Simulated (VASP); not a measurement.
# AlNi (NiAs type) (P6_3/mmc) in VASP: a series of runs

Runs on AlNi (NiAs type). Level: PBE. Tasks: single point.

Program: VASP 6.6.1. These are calculated values, not measurements. Logs are shortened: lines on timing, memory, paths and dates and some standing lists are left out, and cuts for length are marked.

## (1) The cell of the first run

Symmetry: P6_3/mmc, No. 194, hexagonal system. The conventional cell has a = 2.461 Å, b = 2.461 Å, c = 7.110 Å, α = 90.00°, β = 90.00°, γ = 120.00°. Ni (site symmetry -3m) has 6 Al at 2.28 Å and 6 Ni at 2.46 Å within 3.0 Å. Al (site symmetry -6m2) has 6 Ni at 2.28 Å and 6 Al at 2.46 Å within 3.0 Å.

## (2) Single point, PBE

INCAR

```
SYSTEM = AlNi
  PREC = Accurate
  ENCUT = 520
  EDIFF = 1E-6
  ISMEAR = -1
  SIGMA = 0.05
  LREAL = .FALSE.
  LASPH = .TRUE.
  NELM = 100
  ALGO = Normal
  ISIF = 2
  LWAVE = .FALSE.
  LCHARG = .FALSE.
  GGA = PE
  NBANDS = 21
```

KPOINTS

```
regular mesh
0
G
  12 12 7
  0 0 0
```

POSCAR

```
AlNi
1.0
    2.4611668263      0.0000000000      0.0000000000
   -1.2305834132      2.1314329945      0.0000000000
    0.0000000000      0.0000000000      7.1104844324
Ni Al
2 2
Direct
    0.0000000000      0.0000000000      0.0000000000
    0.0000000000      0.0000000000      0.5000000000
    0.3333333333      0.6666666667      0.2500000000
    0.6666666667      0.3333333333      0.7500000000
```

Potentials or basis: VASP PAW PBE potentials, release 64 (Ni, Al).

Started as:

```
$ cat potpaw_PBE.64/Ni/POTCAR potpaw_PBE.64/Al/POTCAR > POTCAR
$ mpirun -np 1 vasp_std > vasp.out
```

OUTCAR:

```text
SYSTEM = AlNi
   PREC = Accurate
   ENCUT = 520
   EDIFF = 1E-6
   ISMEAR = -1
   LREAL = .FALSE.
   LASPH = .TRUE.
   NELM = 100
   ISIF = 2
   GGA = PE

 ion  position               nearest neighbor table
   1  0.000  0.000  0.000-   3 2.28   4 2.28   4 2.28   3 2.28   4 2.28   3 2.28
   2  0.000  0.000  0.500-   3 2.28   4 2.28   4 2.28   3 2.28   4 2.28   3 2.28
   3  0.333  0.667  0.250-   1 2.28   2 2.28   1 2.28   2 2.28   1 2.28   2 2.28
   4  0.667  0.333  0.750-   1 2.28   2 2.28   1 2.28   2 2.28   1 2.28   2 2.28

  LATTYP: Found a hexagonal cell.
 ALAT       =     2.4611668263
 C/A-ratio  =     2.8890704833

  Lattice vectors:

 A1 = (   2.4611668263,   0.0000000000,   0.0000000000)
 A2 = (  -1.2305834132,   2.1314329945,   0.0000000000)
 A3 = (   0.0000000000,   0.0000000000,   7.1104844324)

Analysis of symmetry for initial positions (statically):
=====================================================================
 Subroutine PRICEL returns:
 Original cell was already a primitive cell.

 Routine SETGRP: Setting up the symmetry group for a
 hexagonal supercell.

 Subroutine GETGRP returns: Found 24 space group operations
 (whereof 12 operations were pure point group operations)
 out of a pool of 24 trial point group operations.

The static configuration has the point symmetry D_3d.
 The point group associated with its full space group is D_6h.

Analysis of symmetry for dynamics (positions and initial velocities):
=====================================================================
 Subroutine PRICEL returns:
 Original cell was already a primitive cell.

 Routine SETGRP: Setting up the symmetry group for a
 hexagonal supercell.

 Subroutine GETGRP returns: Found 24 space group operations
 (whereof 12 operations were pure point group operations)
 out of a pool of 24 trial point group operations.

The dynamic configuration has the point symmetry D_3d.
 The point group associated with its full space group is D_6h.

 Subroutine INISYM returns: Found 24 space group operations
 (whereof 12 operations are pure point group operations),
 and found     1 'primitive' translations

----------------------------------------------------------------------------------------

                                     Primitive cell

  volume of cell :      37.3003

  direct lattice vectors                    reciprocal lattice vectors
     2.461166826  0.000000000  0.000000000     0.406311344  0.234583964  0.000000000
    -1.230583413  2.131432994  0.000000000     0.000000000  0.469167927  0.000000000
     0.000000000  0.000000000  7.110484432     0.000000000  0.000000000  0.140637394

  length of vectors
     2.461166826  2.461166826  7.110484432     0.469167927  0.469167927  0.140637394

  position of ions in fractional coordinates (direct lattice)
     0.000000000  0.000000000  0.000000000
     0.000000000  0.000000000  0.500000000
     0.333333333  0.666666667  0.250000000
     0.666666667  0.333333333  0.750000000

  ion indices of the primitive-cell ions
   primitive index   ion index
                 1           1
                 2           2
                 3           3
                 4           4

----------------------------------------------------------------------------------------

 KPOINTS: regular mesh

Automatic generation of k-mesh.
 Grid dimensions read from file:
 generate k-points for:   12   12    7

 Generating k-lattice:

  Cartesian coordinates                     Fractional coordinates (reciprocal lattice)
     0.033859279  0.019548664  0.000000000     0.083333333  0.000000000  0.000000000
     0.000000000  0.039097327  0.000000000     0.000000000  0.083333333  0.000000000
     0.000000000  0.000000000  0.020091056     0.000000000  0.000000000  0.142857143

  Length of vectors
     0.039097327  0.039097327  0.020091056

  Shift w.r.t. Gamma in fractional coordinates (k-lattice)
     0.000000000  0.000000000  0.000000000

 Subroutine IBZKPT returns following result:
 ===========================================

 Found     76 irreducible k-points:

 Following reciprocal coordinates:
            Coordinates               Weight
  0.000000  0.000000  0.000000      1.000000
  0.083333 -0.000000  0.000000      6.000000
  0.166667  0.000000  0.000000      6.000000
  0.250000  0.000000  0.000000      6.000000
  0.333333  0.000000  0.000000      6.000000
  0.416667  0.000000  0.000000      6.000000
[... 16 lines left out ...]
  0.250000  0.000000  0.142857     12.000000
  0.333333  0.000000  0.142857     12.000000
 [... further k-points ...]
   k-points           NKPTS =     76   k-points in BZ     NKDIM =     76   number of bands    NBANDS=     21
   number of dos      NEDOS =    301   number of ions     NIONS =      4
   total plane-waves  NPLWV =  17496
   dimension x,y,z NGX =    18 NGY =   18 NGZ =   54
   dimension x,y,z NGXF=    36 NGYF=   36 NGZF=  108
   ions per type =               2   2
   NGX,Y,Z   is equivalent  to a cutoff of  12.16, 12.16, 12.63 a.u.
   NGXF,Y,Z  is equivalent  to a cutoff of  24.32, 24.32, 25.25 a.u.
 SYSTEM =  AlNi
   PREC   = accura    normal or accurate (medium, high low for compatibility)
   ISTART =      0    job   : 0-new  1-cont  2-samecut
   ICHARG =      2    charge: 1-file 2-atom 10-const
   ISPIN  =      1    spin polarized calculation?
   LNONCOLLINEAR =      F non collinear calculations
   LSORBIT =      F    spin-orbit coupling
   LASPH  =      T    aspherical Exc in radial PAW
   ENCUT  =  520.0 eV  38.22 Ry    6.18 a.u.   4.58  4.58 13.22*2*pi/ulx,y,z
   NELM   =    100;   NELMIN=  2; NELMDL= -5     # of ELM steps
   EDIFF  = 0.1E-05   stopping-criterion for ELM
   LREAL  =      F    real-space projection
   EDIFFG = 0.1E-04   stopping-criterion for IOM
   NSW    =      0    number of steps for IOM
   IBRION =     -1    ionic relax: 0-MD 1-quasi-New 2-CG
   NFREE  =      0    steps in history (QN), initial steepest desc. (CG)
   ISIF   =      2    stress and relaxation
   ISYM   =      2    0-nonsym 1-usesym 2-fastsym
   POTIM  = 0.5000    time-step for ionic-motion
   TEBEG  =    0.0;   TEEND  =   0.0 temperature during run
   PSTRESS=    0.0 pullay stress
   NELECT =      26.0000    total number of electrons
   NUPDOWN=      -1.0000    fix difference up-down
   EMIN   =  10.00;   EMAX   =-10.00  energy-range for DOS
   EFERMI =   0.00;   METHOD = LEGACY
   ISMEAR =    -1;   SIGMA  =   0.05  broadening in eV -4-tet -1-fermi 0-gaus
   EFERMI_NEDOS =   21; number of points for ismear=-14 and -15
   IALGO  =     38    algorithm
   IMIX   =      4    mixing-type and parameters
     AMIX     =   0.40;   BMIX     =  1.00
     AMIX_MAG =   1.60;   BMIX_MAG =  1.00
  volume/ion in A,a.u.               =       9.33        62.93
  Fermi-wavevector in a.u.,A,eV,Ry     =   1.451539  2.743011 28.666996  2.106965
  Thomas-Fermi vector in A             =   2.569024
   LORBIT       =      0    0 simple, 1 ext, 2 COOP (PROOUT), +10 PAW based schemes
   GGA     = PE    functional components
   LHFCALC =     F    Hartree Fock is set to
   AEXX    =    0.0000 exact exchange contribution
   IVDW    =     0    specifies the selected vdW correction
   LEPSILON=     F    determine dielectric tensor
   LRPA    =     F    only Hartree local field effects (RPA)
 non-spin polarized calculation
  energy-cutoff  :      520.00
  volume of cell :       37.30
 maximum number of plane-waves:      1022
   NGX =  9   NGY =  9   NGZ = 27

 number of electron      25.9999999 magnetization

 Free energy of the ion-electron system (eV)
  ---------------------------------------------------
  ext. energy  EPLUGINS =         0.00000000
  ---------------------------------------------------
  free energy    TOTEN  =       -17.70710798 eV

  energy without entropy =      -17.69994206  energy(sigma->0) =      -17.70352502

 E-fermi :  13.5879     XC(G=0): -13.3024

 val. band max:       13.5737365781   @ k =   0.4167   0.0833   0.4286
 cond. band min:      13.6008034638   @ k =   0.1667   0.0000   0.0000
 fundamental gap:      0.0270668857
 Fermi energy:        13.5878646756

 k-point     1 :       0.0000    0.0000    0.0000
  band No.  band energies     occupation
      1       0.4579      2.00000
      2       2.6598      2.00000
      3       4.4706      2.00000
      4       8.3120      2.00000
      5      10.0854      2.00000
      6      11.0181      2.00000
[... 13 lines left out ...]
     20      30.0238      0.00000
     21      30.3286      0.00000

 k-point     2 :       0.0833   -0.0000    0.0000
  band No.  band energies     occupation
      1       0.6880      2.00000
      2       2.8474      2.00000
      3       4.7129      2.00000
      4       8.4537      2.00000
      5      10.1386      2.00000
      6      10.6048      2.00000
[... 13 lines left out ...]
     20      29.4121      0.00000
     21      30.3414      0.00000

 k-point     3 :       0.1667    0.0000    0.0000
  band No.  band energies     occupation
      1       1.3683      2.00000
      2       3.3996      2.00000
      3       5.4188      2.00000
      4       8.8243      2.00000
      5       9.9935      2.00000
      6      10.2771      2.00000
[... 13 lines left out ...]
     20      28.3645      0.00000
     21      28.4559      0.00000

 k-point     4 :       0.2500    0.0000    0.0000
  band No.  band energies     occupation
      1       2.4669      2.00000
      2       4.2806      2.00000
      3       6.5068      2.00000
      4       9.2215      2.00000
      5       9.5231      2.00000
      6      10.3077      2.00000
[... 13 lines left out ...]
     20      25.4945      0.00000
     21      27.6572      0.00000

 k-point     5 :       0.3333    0.0000    0.0000
  band No.  band energies     occupation
      1       3.9200      2.00000
      2       5.4111      2.00000
      3       7.7190      2.00000
      4       9.2101      2.00000
      5       9.2958      2.00000
      6      10.1186      2.00000
[... 13 lines left out ...]
     20      25.4674      0.00000
     21      26.3846      0.00000

 k-point     6 :       0.4167    0.0000    0.0000
  band No.  band energies     occupation
      1       5.5747      2.00000
      2       6.6049      2.00000
      3       8.4129      2.00000
      4       9.0581      2.00000
      5       9.0697      2.00000
      6       9.5892      2.00000
[... 13 lines left out ...]
     20      24.1517      0.00000
     21      24.9292      0.00000

 k-point     7 :       0.5000    0.0000    0.0000
  band No.  band energies     occupation
      1       6.6551      2.00000
      2       7.3637      2.00000
      3       8.4371      2.00000
      4       8.5227      2.00000
      5       9.0410      2.00000
      6       9.2577      2.00000
[... 13 lines left out ...]
     20      23.5753      0.00000
     21      24.5603      0.00000
[... 291 lines left out ...]
      1       0.5194      2.00000
      2       2.3952      2.00000
      3       4.8147      2.00000
      4       8.1920      2.00000
      5      10.0952      2.00000
      6      11.0104      2.00000
[... 13 lines left out ...]
     20      29.9459      0.00000
     21      30.7564      0.00000

 k-point    21 :       0.0833   -0.0000    0.1429
  band No.  band energies     occupation
      1       0.7489      2.00000
      2       2.5937      2.00000
      3       5.0440      2.00000
      4       8.3365      2.00000
      5      10.1411      2.00000
      6      10.5485      2.00000
[... 13 lines left out ...]
     20      29.3194      0.00000
     21      30.6516      0.00000

 k-point    22 :       0.1667    0.0000    0.1429
  band No.  band energies     occupation
      1       1.4273      2.00000
      2       3.1762      2.00000
      3       5.7116      2.00000
      4       8.7128      2.00000
      5       9.9958      2.00000
      6      10.2517      2.00000
[... 13 lines left out ...]
     20      28.3159      0.00000
     21      28.5212      0.00000

 k-point    23 :       0.2500    0.0000    0.1429
  band No.  band energies     occupation
      1       2.5226      2.00000
      2       4.1020      2.00000
      3       6.7325      2.00000
      4       9.0949      2.00000
      5       9.5899      2.00000
      6      10.2440      2.00000
[... 13 lines left out ...]
     20      25.5413      0.00000
     21      27.4342      0.00000

 k-point    24 :       0.3333    0.0000    0.1429
  band No.  band energies     occupation
      1       3.9705      2.00000
      2       5.2881      2.00000
      3       7.8307      2.00000
      4       9.0803      2.00000
      5       9.3943      2.00000
      6      10.0956      2.00000
[... 13 lines left out ...]
     20      25.3104      0.00000
     21      26.1153      0.00000

 [... further k-points ...]

------------------------ aborting loop because EDIFF is reached ----------------------------------------

  FORCE on cell =-STRESS in cart. coord.  units (eV):
  Direction    XX          YY          ZZ          XY          YZ          ZX
  --------------------------------------------------------------------------------------
  -------------------------------------------------------------------------------------
  Total       19.3343737     19.3343737     19.2772095     -0.0000000      0.0000000      0.0000000
  in kB      830.4792074    830.4792074    828.0238046     -0.0000000      0.0000000      0.0000000
  external PRESSURE =     829.6607398 kB  Pullay stress =       0.0000000 kB

 VOLUME and BASIS-vectors are now :
 -----------------------------------------------------------------------------
  energy-cutoff  :      520.00
  volume of cell :       37.30
      direct lattice vectors                 reciprocal lattice vectors
     2.461166826  0.000000000  0.000000000     0.406311344  0.234583964  0.000000000
    -1.230583413  2.131432994  0.000000000     0.000000000  0.469167927  0.000000000
     0.000000000  0.000000000  7.110484432     0.000000000  0.000000000  0.140637394

 POSITION                                       TOTAL-FORCE (eV/Angst)
 -----------------------------------------------------------------------------------
      0.00000      0.00000      0.00000        -0.000000      0.000000      0.000000
      0.00000      0.00000      3.55524        -0.000000      0.000000      0.000000
     -0.00000      1.42096      1.77762        -0.000000      0.000000      0.000000
      1.23058      0.71048      5.33286         0.000000     -0.000000     -0.000000
 -----------------------------------------------------------------------------------
    total drift:                                0.000000      0.000000      0.000000

  FREE ENERGIE OF THE ION-ELECTRON SYSTEM (eV)
  ---------------------------------------------------
  free  energy   TOTEN  =       -17.7071079833 eV

  energy  without entropy=      -17.6999420557  energy(sigma->0) =      -17.70352502
```

It took 84 s on 1 thread of Intel Xeon 8259CL, shared host; peak memory 0.18 GiB.

What came out:

| Quantity | Value |
| --- | --- |
| Free energy | -17.7071 eV |
| Pressure | 83.0 GPa |
| Band gap on the k mesh | zero (bands 13 and 14 overlap by 2.70 eV) |

Levels at points of the mesh, in eV from the Fermi level:
```csv
k point,band 9,band 10,band 11,band 12,band 13,band 14,band 15,band 16,band 17,band 18
"(0.00, 0.00, 0.00)",-2.57,-2.40,-1.90,-1.90,-1.80,-1.80,3.42,10.36,15.09,15.09
"(0.50, 0.00, 0.00)",-2.40,-2.28,-1.65,-0.62,-0.62,0.65,2.18,3.69,4.84,6.43
```

Caveat: the cell stands under pressure.

## (3) Single point, PBE

INCAR

```
PREC = Accurate
ENCUT = 520
EDIFF = 1E-6
ISMEAR = -1
SIGMA = 0.05
LREAL = F
LASPH = T
NELM = 80
ALGO = Normal
ISIF = 2
LWAVE = F
LCHARG = F
GGA = PE
NBANDS = 21
```

KPOINTS

```
regular mesh
0
Gamma
  12 12 7
```

POSCAR is that of step 2.

Potentials or basis: VASP PAW PBE potentials, release 64 (Ni, Al).

Started as:

```
$ cat potpaw_PBE.64/Ni/POTCAR potpaw_PBE.64/Al/POTCAR > POTCAR
$ mpirun -np 1 vasp_std > vasp.out
```

Wall time 80 s (1 thread of Intel Xeon 8259CL, shared host); peak memory 0.18 GiB.

It converged, with:

```yaml
Free_energy: -17.7071 eV
Pressure: 83.0 GPa
Band_gap_on_the_k_mesh: zero (bands 13 and 14 overlap by 2.70 eV)
```

Stress tensor (GPa, compression positive):
```
83.05  0.00  0.00
 0.00 83.05  0.00
 0.00  0.00 82.80
```

Levels at points of the mesh, in eV from the Fermi level:
```tsv
k point	band 9	band 10	band 11	band 12	band 13	band 14	band 15	band 16	band 17	band 18
(0.00, 0.00, 0.00)	-2.57	-2.40	-1.90	-1.90	-1.80	-1.80	3.42	10.36	15.09	15.09
(0.50, 0.00, 0.00)	-2.40	-2.28	-1.65	-0.62	-0.62	0.65	2.18	3.69	4.84	6.43
```

Caveat: the cell stands under pressure. Spin polarisation is off, so any magnetic state and its effect on volume and gap are missing.
